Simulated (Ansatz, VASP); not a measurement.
One calculation of RbBr, two programs

```
Rb Br
1.0
     4.07018    0.00000    0.00000
     0.00000    4.07018    0.00000
     0.00000    0.00000    4.07018
Rb Br
1 1
Direct
  0.00000 0.00000 0.00000
  0.50000 0.50000 0.50000
```

Alike in both runs: functional PBEsol; k mesh 6 × 6 × 6; no spin polarisation.

Ansatz relaxed the structure, and its values are those at the end. VASP's run is a single point on that final structure, the one shown.

```csv
,VASP,Ansatz
version,VASP 6.6.1,Ansatz 0.2.0
potentials or method,"VASP PAW PBE potentials, release 64 (Rb_sv, Br)","PAW with Ansatz's default frozen-core files, scalar-relativistic"
plane-wave cutoff (eV),520,420
occupations,"gaussian, width 0.01 eV",fixed
valence electrons in the cell,16,16
```

Ansatz gave:

| Item | Value |
| --- | --- |
| gap on the k mesh at the Fermi level (eV) | 4.04 |
| pressure (GPa) | 0.0 |

Task: Which values does VASP return?

Result: gap on the k mesh at the Fermi level (eV): 4.04; pressure (GPa): 0.1.

VASP's potentials were made for PBE, not for PBEsol.
